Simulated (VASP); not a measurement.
Here is a VASP 6.6.1 calculation.

File INCAR:

```
PREC = Accurate ; ENCUT = 520
EDIFF = 1E-6 ; ISMEAR = -1
SIGMA = 0.05 ; LREAL = F
LASPH = T ; NELM = 100
ALGO = Normal ; ISIF = 2
LWAVE = F ; LCHARG = F
GGA = PS ; NBANDS = 14
```

The input KPOINTS:

```
regular mesh
0
Gamma
  10 10 10
```

File POSCAR:

```
HfB
1.0
    0.0000000000      2.3199179033      2.3199179033
    2.3199179033      0.0000000000      2.3199179033
    2.3199179033      2.3199179033      0.0000000000
Hf B
1 1
Direct
    0.5000000000      0.5000000000      0.5000000000
    0.0000000000      0.0000000000      0.0000000000
```

Potentials or basis: VASP PAW PBE potentials, release 64 (Hf_pv, B).

The run is started by

```sh
$ cat potpaw_PBE.64/Hf_pv/POTCAR potpaw_PBE.64/B/POTCAR > POTCAR
$ mpirun -np 1 vasp_std > vasp.out
```

Estimate the pressure.

20.9 GPa.

Caveat: the PAW data sets were made with another functional, which shifts forces and pressure a little.
